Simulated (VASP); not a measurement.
# WS2 (P6_3/mmc) in VASP: a series of runs

The runs below take WS2 through single point, with PBEsol.

All numbers are computed with VASP 6.6.1; they aren't measurements. Logs are shortened: lines on timing, memory, paths and dates and some standing lists are left out, and cuts for length are marked.

## (1) The cell of the first run

Symmetry: P6_3/mmc, No. 194, hexagonal system. The conventional cell has a = 3.115 Å, b = 3.115 Å, c = 12.245 Å, α = 90.00°, β = 90.00°, γ = 120.00°. W (site symmetry -6m2) has 6 S at 2.36 Å and 6 W at 3.12 Å within 3.2 Å. S (site symmetry 3m) has 3 W at 2.36 Å and 7 S at 3.06 to 3.12 Å within 3.2 Å.

## (2) Single point, PBEsol (17.15 Å³/atom)

INCAR

```
ALGO     = Normal         # electronic algorithm
EDIFF    = 1E-6           # SCF threshold, eV
ENCUT    = 520            # plane-wave cutoff, eV
GGA      = PS             # functional
ISIF     = 2              # what is computed and relaxed
ISMEAR   = -1             # smearing method
LASPH    = True           # aspherical terms in the spheres
LCHARG   = False          # write CHGCAR
LREAL    = False          # projectors in reciprocal space
LWAVE    = False          # write WAVECAR
NBANDS   = 35             # bands
NELM     = 80             # most SCF steps
PREC     = Accurate       # precision mode
SIGMA    = 0.05           # smearing width, eV
```

KPOINTS

```
k-points
0
Gamma
  10 10 3
```

POSCAR

```
WS2
1.0
    3.1150838257      0.0000000000      0.0000000000
   -1.5575419129      2.6977417280      0.0000000000
    0.0000000000      0.0000000000     12.2448263589
W S
2 4
Direct
    0.6666666667      0.3333333333      0.7500000000
    0.3333333333      0.6666666667      0.2500000000
    0.6666666667      0.3333333333      0.3750000000
    0.3333333333      0.6666666667      0.8750000000
    0.6666666667      0.3333333333      0.1250000000
    0.3333333333      0.6666666667      0.6250000000
```

Potentials or basis: VASP PAW PBE potentials, release 64 (W_sv, S).

Launch:

```bash
$ cat potpaw_PBE.64/W_sv/POTCAR potpaw_PBE.64/S/POTCAR > POTCAR
$ mpirun -np 1 vasp_std > vasp.out
```

OUTCAR:

```text
EDIFF = 1E-6
   ENCUT = 520
   GGA = PS
   ISIF = 2
   ISMEAR = -1
   LASPH = True
   LREAL = False
   NELM = 80
   PREC = Accurate

 ion  position               nearest neighbor table
   1  0.667  0.333  0.750-   4 2.36   6 2.36   4 2.36   6 2.36   4 2.36   6 2.36
   2  0.333  0.667  0.250-   3 2.36   5 2.36   3 2.36   5 2.36   3 2.36   5 2.36
   3  0.667  0.333  0.375-   2 2.36   2 2.36   2 2.36
   4  0.333  0.667  0.875-   1 2.36   1 2.36   1 2.36
   5  0.667  0.333  0.125-   2 2.36   2 2.36   2 2.36
   6  0.333  0.667  0.625-   1 2.36   1 2.36   1 2.36

  LATTYP: Found a hexagonal cell.
 ALAT       =     3.1150838257
 C/A-ratio  =     3.9308176101

  Lattice vectors:

 A1 = (   3.1150838257,   0.0000000000,   0.0000000000)
 A2 = (  -1.5575419129,   2.6977417280,   0.0000000000)
 A3 = (   0.0000000000,   0.0000000000,  12.2448263589)

Analysis of symmetry for initial positions (statically):
=====================================================================
 Subroutine PRICEL returns:
 Original cell was already a primitive cell.

 Routine SETGRP: Setting up the symmetry group for a
 hexagonal supercell.

 Subroutine GETGRP returns: Found 24 space group operations
 (whereof 12 operations were pure point group operations)
 out of a pool of 24 trial point group operations.

The static configuration has the point symmetry D_3d.
 The point group associated with its full space group is D_6h.

Analysis of symmetry for dynamics (positions and initial velocities):
=====================================================================
 Subroutine PRICEL returns:
 Original cell was already a primitive cell.

 Routine SETGRP: Setting up the symmetry group for a
 hexagonal supercell.

 Subroutine GETGRP returns: Found 24 space group operations
 (whereof 12 operations were pure point group operations)
 out of a pool of 24 trial point group operations.

The dynamic configuration has the point symmetry D_3d.
 The point group associated with its full space group is D_6h.

 Subroutine INISYM returns: Found 24 space group operations
 (whereof 12 operations are pure point group operations),
 and found     1 'primitive' translations

----------------------------------------------------------------------------------------

                                     Primitive cell

  volume of cell :     102.9017

  direct lattice vectors                    reciprocal lattice vectors
     3.115083826  0.000000000  0.000000000     0.321018649  0.185340203  0.000000000
    -1.557541913  2.697741728  0.000000000     0.000000000  0.370680406  0.000000000
     0.000000000  0.000000000 12.244826359     0.000000000  0.000000000  0.081667144

  length of vectors
     3.115083826  3.115083826 12.244826359     0.370680406  0.370680406  0.081667144

  position of ions in fractional coordinates (direct lattice)
     0.666666667  0.333333333  0.750000000
     0.333333333  0.666666667  0.250000000
     0.666666667  0.333333333  0.375000000
     0.333333333  0.666666667  0.875000000
     0.666666667  0.333333333  0.125000000
     0.333333333  0.666666667  0.625000000

  ion indices of the primitive-cell ions
   primitive index   ion index
                 1           1
                 2           2
                 3           3
                 4           4
                 5           5
                 6           6

----------------------------------------------------------------------------------------

 KPOINTS: k-points

Automatic generation of k-mesh.
 Grid dimensions read from file:
 generate k-points for:   10   10    3

 Generating k-lattice:

  Cartesian coordinates                     Fractional coordinates (reciprocal lattice)
     0.032101865  0.018534020  0.000000000     0.100000000  0.000000000  0.000000000
     0.000000000  0.037068041  0.000000000     0.000000000  0.100000000  0.000000000
     0.000000000  0.000000000  0.027222381     0.000000000  0.000000000  0.333333333

  Length of vectors
     0.037068041  0.037068041  0.027222381

  Shift w.r.t. Gamma in fractional coordinates (k-lattice)
     0.000000000  0.000000000  0.000000000

 Subroutine IBZKPT returns following result:
 ===========================================

 Found     28 irreducible k-points:

 Following reciprocal coordinates:
            Coordinates               Weight
  0.000000  0.000000  0.000000      1.000000
  0.100000 -0.000000  0.000000      6.000000
  0.200000 -0.000000  0.000000      6.000000
  0.300000 -0.000000  0.000000      6.000000
  0.400000 -0.000000  0.000000      6.000000
  0.500000 -0.000000  0.000000      3.000000
[... 16 lines left out ...]
  0.300000  0.100000  0.333333     24.000000
  0.400000  0.100000  0.333333     24.000000
 [... further k-points ...]
   k-points           NKPTS =     28   k-points in BZ     NKDIM =     28   number of bands    NBANDS=     35
   number of dos      NEDOS =    301   number of ions     NIONS =      6
   total plane-waves  NPLWV =  55296
   dimension x,y,z NGX =    24 NGY =   24 NGZ =   96
   dimension x,y,z NGXF=    48 NGYF=   48 NGZF=  192
   ions per type =               2   4
   NGX,Y,Z   is equivalent  to a cutoff of  12.81, 12.81, 13.03 a.u.
   NGXF,Y,Z  is equivalent  to a cutoff of  25.62, 25.62, 26.07 a.u.
 SYSTEM =  unknown system
   PREC   = accura    normal or accurate (medium, high low for compatibility)
   ISTART =      0    job   : 0-new  1-cont  2-samecut
   ICHARG =      2    charge: 1-file 2-atom 10-const
   ISPIN  =      1    spin polarized calculation?
   LNONCOLLINEAR =      F non collinear calculations
   LSORBIT =      F    spin-orbit coupling
   LASPH  =      T    aspherical Exc in radial PAW
   ENCUT  =  520.0 eV  38.22 Ry    6.18 a.u.   5.79  5.79 22.77*2*pi/ulx,y,z
   NELM   =     80;   NELMIN=  2; NELMDL= -5     # of ELM steps
   EDIFF  = 0.1E-05   stopping-criterion for ELM
   LREAL  =      F    real-space projection
   EDIFFG = 0.1E-04   stopping-criterion for IOM
   NSW    =      0    number of steps for IOM
   IBRION =     -1    ionic relax: 0-MD 1-quasi-New 2-CG
   NFREE  =      0    steps in history (QN), initial steepest desc. (CG)
   ISIF   =      2    stress and relaxation
   ISYM   =      2    0-nonsym 1-usesym 2-fastsym
   POTIM  = 0.5000    time-step for ionic-motion
   TEBEG  =    0.0;   TEEND  =   0.0 temperature during run
   PSTRESS=    0.0 pullay stress
   NELECT =      52.0000    total number of electrons
   NUPDOWN=      -1.0000    fix difference up-down
   EMIN   =  10.00;   EMAX   =-10.00  energy-range for DOS
   EFERMI =   0.00;   METHOD = LEGACY
   ISMEAR =    -1;   SIGMA  =   0.05  broadening in eV -4-tet -1-fermi 0-gaus
   EFERMI_NEDOS =   21; number of points for ismear=-14 and -15
   IALGO  =     38    algorithm
   IMIX   =      4    mixing-type and parameters
     AMIX     =   0.40;   BMIX     =  1.00
     AMIX_MAG =   1.60;   BMIX_MAG =  1.00
  volume/ion in A,a.u.               =      17.15       115.74
  Fermi-wavevector in a.u.,A,eV,Ry     =   1.303972  2.464150 23.134581  1.700344
  Thomas-Fermi vector in A             =   2.434939
   LORBIT       =      0    0 simple, 1 ext, 2 COOP (PROOUT), +10 PAW based schemes
   GGA     = PS    functional components
   LHFCALC =     F    Hartree Fock is set to
   AEXX    =    0.0000 exact exchange contribution
   IVDW    =     0    specifies the selected vdW correction
   LEPSILON=     F    determine dielectric tensor
   LRPA    =     F    only Hartree local field effects (RPA)
 non-spin polarized calculation
  energy-cutoff  :      520.00
  volume of cell :      102.90
 maximum number of plane-waves:      2795
 NGX is ok and might be reduce to    24
   NGX = 11   NGY = 11   NGZ = 45

 number of electron      51.9999993 magnetization

 Free energy of the ion-electron system (eV)
  ---------------------------------------------------
  ext. energy  EPLUGINS =         0.00000000
  ---------------------------------------------------
  free energy    TOTEN  =       -50.42031839 eV

  energy without entropy =      -50.42031751  energy(sigma->0) =      -50.42031795

 E-fermi :   8.3222     XC(G=0): -11.2523

 val. band max:        7.8634216967   @ k =   0.0000   0.0000   0.0000
 cond. band min:       8.8839877007   @ k =   0.2000   0.2000   0.0000
 fundamental gap:      1.0205660040
 Fermi energy:         8.3221920563

 k-point     1 :       0.0000    0.0000    0.0000
  band No.  band energies     occupation
      1     -66.6831      2.00000
      2     -66.6831      2.00000
      3     -31.0137      2.00000
      4     -31.0136      2.00000
      5     -30.7928      2.00000
      6     -30.7928      2.00000
[... 27 lines left out ...]
     34      10.5721      0.00000
     35      12.6770      0.00000

 k-point     2 :       0.1000   -0.0000    0.0000
  band No.  band energies     occupation
      1     -66.6808      2.00000
      2     -66.6808      2.00000
      3     -31.0058      2.00000
      4     -31.0057      2.00000
      5     -30.8355      2.00000
      6     -30.8355      2.00000
[... 27 lines left out ...]
     34      10.5670      0.00000
     35      13.5316      0.00000

 k-point     3 :       0.2000   -0.0000    0.0000
  band No.  band energies     occupation
      1     -66.6749      2.00000
      2     -66.6749      2.00000
      3     -30.9851      2.00000
      4     -30.9850      2.00000
      5     -30.9457      2.00000
      6     -30.9457      2.00000
[... 27 lines left out ...]
     34      11.3221      0.00000
     35      14.7510      0.00000
[... 723 lines left out ...]
 k-point    23 :       0.3000    0.1000    0.3333
  band No.  band energies     occupation
      1     -66.6636      2.00000
      2     -66.6636      2.00000
      3     -31.1350      2.00000
      4     -31.1350      2.00000
      5     -30.9450      2.00000
      6     -30.9450      2.00000
[... 27 lines left out ...]
     34      12.3316      0.00000
     35      13.9392      0.00000

 k-point    24 :       0.4000    0.1000    0.3333
  band No.  band energies     occupation
      1     -66.6595      2.00000
      2     -66.6595      2.00000
      3     -31.2030      2.00000
      4     -31.2030      2.00000
      5     -30.9305      2.00000
      6     -30.9305      2.00000
[... 27 lines left out ...]
     34      12.0491      0.00000
     35      12.8746      0.00000

 [... further k-points ...]

------------------------ aborting loop because EDIFF is reached ----------------------------------------

  FORCE on cell =-STRESS in cart. coord.  units (eV):
  Direction    XX          YY          ZZ          XY          YZ          ZX
  --------------------------------------------------------------------------------------
  -------------------------------------------------------------------------------------
  Total        4.6450386      4.6450386      6.9504307     -0.0000000      0.0000000      0.0000000
  in kB       72.3231224     72.3231224    108.2180148     -0.0000000      0.0000000      0.0000000
  external PRESSURE =      84.2880866 kB  Pullay stress =       0.0000000 kB

 VOLUME and BASIS-vectors are now :
 -----------------------------------------------------------------------------
  energy-cutoff  :      520.00
  volume of cell :      102.90
      direct lattice vectors                 reciprocal lattice vectors
     3.115083826  0.000000000  0.000000000     0.321018649  0.185340203  0.000000000
    -1.557541913  2.697741728  0.000000000     0.000000000  0.370680406  0.000000000
     0.000000000  0.000000000 12.244826359     0.000000000  0.000000000  0.081667144

 POSITION                                       TOTAL-FORCE (eV/Angst)
 -----------------------------------------------------------------------------------
      1.55754      0.89925      9.18362        -0.000000     -0.000000      0.000000
     -0.00000      1.79849      3.06121         0.000000      0.000000      0.000000
      1.55754      0.89925      4.59181         0.000000     -0.000000      1.048249
     -0.00000      1.79849     10.71422         0.000000     -0.000000      1.048249
      1.55754      0.89925      1.53060        -0.000000      0.000000     -1.048249
     -0.00000      1.79849      7.65302        -0.000000      0.000000     -1.048249
 -----------------------------------------------------------------------------------
    total drift:                               -0.000000      0.000000     -0.000000

  FREE ENERGIE OF THE ION-ELECTRON SYSTEM (eV)
  ---------------------------------------------------
  free  energy   TOTEN  =       -50.4203183943 eV

  energy  without entropy=      -50.4203175103  energy(sigma->0) =      -50.42031795
```

It took 2.3 min on 1 thread of Intel Xeon 8259CL, shared host; peak memory 0.27 GiB.

What came out:

- Free energy: -50.4203 eV
- Pressure: 8.4 GPa
- Largest force: 1.048 eV/Å
- Band gap on the k mesh: 1.02 eV (least direct gap 2.25 eV)

Forces on the atoms (eV/Å):
```
W    0.000  0.000  0.000
W    0.000  0.000  0.000
S    0.000  0.000  1.048
S    0.000  0.000  1.048
S    0.000  0.000 -1.048
S    0.000  0.000 -1.048
```

Levels at points of the mesh, in eV from the valence-band top:
| k point | band 24 | band 25 | band 26 | band 27 | band 28 | band 29 |
| --- | --- | --- | --- | --- | --- | --- |
| (0.00, 0.00, 0.00) | -1.62 | -1.34 | 0.00 | 2.33 | 2.33 | 2.34 |
| (0.50, 0.00, 0.00) | -1.90 | -1.86 | -1.68 | 2.34 | 2.38 | 2.66 |

Caveat: the cell stands under pressure; the PAW data sets were made with another functional, which shifts forces and pressure a little; spin-orbit coupling is left out, which moves the levels of the heavy elements; this functional lacks dispersion, which binds layers or chains, so the pressure and a relaxed spacing across them are unreliable. A k mesh can miss the band edges.

(Continued in part 2 of 2.)
